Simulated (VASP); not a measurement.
Wanted: the native input for a VASP 6.6.1 run.

```
Task                   : single point
Functional             : LDA
Potentials or basis    : VASP PAW LDA potentials, release 64 (Pd)
Cutoff                 : 520 eV
k mesh                 : 23 × 23 × 22
Occupations            : fermi-dirac, width 0.1 eV
Spin                   : no spin polarisation
Dipole correction      : no
Further INCAR settings : ALGO = Normal; EDIFF = 1e-07; NBANDS = 17
```

The structure of Pd lies in POSCAR:

```
Pd
1.0
   -3.3869692466      3.3852829703      1.3773420435
    3.3852829703     -3.3869692466      1.3773420435
    1.7273994983      1.7273994983     -1.3804304616
Pd
2
Direct
    0.9999725365      0.0000274635      1.0000000000
    0.7500274635      0.2499725365      0.5000000000
```

One way to write it, as run:

INCAR

```
  ALGO = Normal
  EDIFF = 1E-7
  ENCUT = 520
  ISIF = 2
  ISMEAR = -1
  KPAR = 4
  LASPH = T
  LCHARG = F
  LREAL = F
  LWAVE = F
  NBANDS = 17
  NELM = 100
  PREC = Accurate
  SIGMA = 0.1
```

KPOINTS

```
k-points
0
Gamma
  23 23 22
```

Potentials or basis: VASP PAW LDA potentials, release 64 (Pd).

Launch:

```bash
$ cat potpaw_LDA.64/Pd/POTCAR > POTCAR
$ mpirun -np 4 vasp_std > vasp.out
```

Results of the run:

The pressure is -17.9 GPa. The band gap on the k mesh is zero (bands 10 and 11 overlap by 1.05 eV).

Caveat: the cell stands under tension.

Run time: 5.2 min on 4 MPI ranks on Intel(R) Xeon(R) Platinum 8488C (Sapphire Rapids), on a shared host, peak memory 1.3 GiB a rank.
